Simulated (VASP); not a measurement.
Sn2O: relaxation of cell and atoms with r2SCAN

Sn2O:

```
Sn O
1.0
     3.18489    0.00000    0.00000
    -1.59244    2.75819    0.00000
     0.00000    0.00000    6.78972
Sn O
2 1
Direct
  0.66667 0.33333 0.24511
  0.33333 0.66667 0.75489
  0.00000 0.00000 0.00000
```

| Property | Result |
| --- | --- |
| Program | VASP 6.6.1 |
| Task | relaxation of cell and atoms |
| Functional | r2SCAN |
| Potentials or basis | VASP PAW PBE potentials, release 64 (Sn_d, O) |
| Cutoff | 660 eV |
| k mesh | 18 × 18 × 6 |
| Occupations | gaussian, width 0.1 eV |
| Spin | no spin polarisation |
| Dipole correction | no |
| Further INCAR settings | ALGO = Normal; EDIFF = 1e-07; IBRION = 2; EDIFFG = -0.01; NSW = 80; ISIF = 3 |

- Relaxed volume: 19.68 Å³/atom
- Relaxed cell: a = 3.193 Å, b = 3.193 Å, c = 6.687 Å, α = 90.00°, β = 90.00°, γ = 120.00°
- Space group after relaxing (to 0.1 Å): P-3m1 (No. 164)
- Energy gained by relaxing: 1.0 meV/atom
- Ionic steps: 9
- Pressure after relaxing: 0.0 GPa
- Band gap on the k mesh: zero (bands 17 and 18 overlap by 3.36 eV)

Step by step:
```
step  energy change (eV)  largest force (eV/Å)  pressure (GPa)  volume (Å³)
   1              0.0000                0.1028            0.24        59.64
   2             -0.0006                0.0224           -0.32        59.90
   3             -0.0006                0.0316           -0.26        59.87
   4             -0.0013                0.0280           -0.22        59.73
   5             -0.0026                0.0193           -0.11        59.38
   6             -0.0024                0.0006            0.15        58.66
   7             -0.0029                0.0116            0.01        59.04
   8             -0.0029                0.0171           -0.06        59.04
   9             -0.0030                0.0004           -0.01        59.04
```

Final structure:
```cif
data_structure
_symmetry_space_group_name_H-M 'P 1'
_symmetry_Int_Tables_number 1
_cell_length_a 3.1930
_cell_length_b 3.1930
_cell_length_c 6.6867
_cell_angle_alpha 90.000
_cell_angle_beta 90.000
_cell_angle_gamma 120.000
_cell_volume 59.04
loop_
_atom_site_label
_atom_site_type_symbol
_atom_site_fract_x
_atom_site_fract_y
_atom_site_fract_z
_atom_site_occupancy
Sn1 Sn 0.66667 0.33333 0.24941 1
Sn2 Sn 0.33333 0.66667 0.75059 1
O1 O 0.00000 0.00000 0.00000 1
```

Levels at points of the mesh, in eV from the Fermi level:
| k point | band 13 | band 14 | band 15 | band 16 | band 17 | band 18 | band 19 | band 20 | band 21 |
| --- | --- | --- | --- | --- | --- | --- | --- | --- | --- |
| (0.00, 0.00, 0.00) | -10.12 | -3.53 | -3.53 | -3.17 | -1.82 | 5.45 | 7.57 | 8.08 | 8.08 |
| (0.50, 0.00, 0.00) | -6.40 | -5.07 | -4.21 | -3.66 | -3.58 | -0.10 | 3.05 | 4.20 | 5.24 |
| (0.00, 0.00, 0.50) | -8.69 | -5.13 | -3.53 | -3.53 | 1.18 | 2.07 | 8.46 | 8.46 | 9.18 |
| (0.50, 0.00, 0.50) | -6.66 | -5.81 | -4.20 | -2.85 | -2.39 | -1.08 | 2.10 | 4.41 | 5.68 |

Wall time 24 min on 4 MPI ranks on Intel(R) Xeon(R) 6975P-C (Granite Rapids) (shared host), peak memory 0.48 GiB a rank.

Caveat: the PAW data sets were made with another functional, which shifts forces and pressure a little; spin-orbit coupling is left out, which moves the levels of the heavy elements.
